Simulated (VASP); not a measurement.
MgO, 2 atoms in the cell. Symmetry: I4/mmm, No. 139, tetragonal system. Conventional cell: a = 3.129 Å, b = 3.129 Å, c = 4.214 Å, α = 90.00°, β = 90.00°, γ = 90.00°. Within 2.8 Å of Mg (site symmetry 4/mmm) lie 6 O at 2.11 to 2.21 Å. Within 2.8 Å of O (site symmetry 4/mmm) lie 6 Mg at 2.11 to 2.21 Å.  This cell differs from its parent crystal: strain +0.050 along x and y, +0.000 along z.

```yaml
Program: VASP 6.6.1
Task: single point
Functional: PBEsol
Potentials_or_basis: VASP PAW PBE potentials, release 64 (Mg, O)
Cutoff: 520 eV
k_mesh: 10 × 10 × 10
Occupations: gaussian, width 0.05 eV
Spin: no spin polarisation
Dipole_correction: no
Further_INCAR_settings: ALGO = Normal; EDIFF = 1e-06; NBANDS = 11
```

Potentials or basis: VASP PAW PBE potentials, release 64 (Mg, O).

The run is started by

```console
$ cat potpaw_PBE.64/Mg/POTCAR potpaw_PBE.64/O/POTCAR > POTCAR
$ mpirun -np 1 vasp_std > vasp.out
```

Hardware: 1 thread of Intel Xeon 6975P-C, on a shared host.

Task: How long does it take, and how much memory?

Result: Run time: 25 s on 1 thread of Intel Xeon 6975P-C (shared host), peak memory 0.15 GiB. Counts: scf iterations 12, k points 102.
